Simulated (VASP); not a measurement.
A run of VASP 6.6.1:

Contents of INCAR:

```
ALGO     = Normal         # electronic algorithm
EDIFF    = 1E-7           # SCF threshold, eV
ENCUT    = 520            # plane-wave cutoff, eV
ISIF     = 2              # what is computed and relaxed
ISMEAR   = 1              # smearing method
LASPH    = T              # aspherical terms in the spheres
LCHARG   = F              # write CHGCAR
LREAL    = F              # projectors in reciprocal space
LWAVE    = F              # write WAVECAR
NBANDS   = 11             # bands
NELM     = 100            # most SCF steps
PREC     = Accurate       # precision mode
SIGMA    = 0.0852         # smearing width, eV
```

The input KPOINTS:

```
k-points
0
Gamma
  14 14 14
```

Contents of POSCAR:

```
C
1.0
    1.2072119104      0.6969807289      3.2902700556
   -1.2072119104      0.6969807289      3.2902700556
    0.0000000000     -1.3939712883      3.2902700556
C
2
Direct
    0.8360000000      0.8360000000      0.8360000000
    0.1640000000      0.1640000000      0.1640000000
```

Potentials or basis: VASP PAW LDA potentials, release 64 (C).

The run is started by

```console
$ cat potpaw_LDA.64/C/POTCAR > POTCAR
$ mpirun -np 1 vasp_std > vasp.out
```

Hardware: 1 thread of Intel(R) Xeon(R) 6975P-C (Granite Rapids) (shared host).

Estimate the wall time of this run.

It took 30 s on 1 thread of Intel(R) Xeon(R) 6975P-C (Granite Rapids) (shared host), peak memory 0.15 GiB. Counts: scf iterations 12, k points 288.
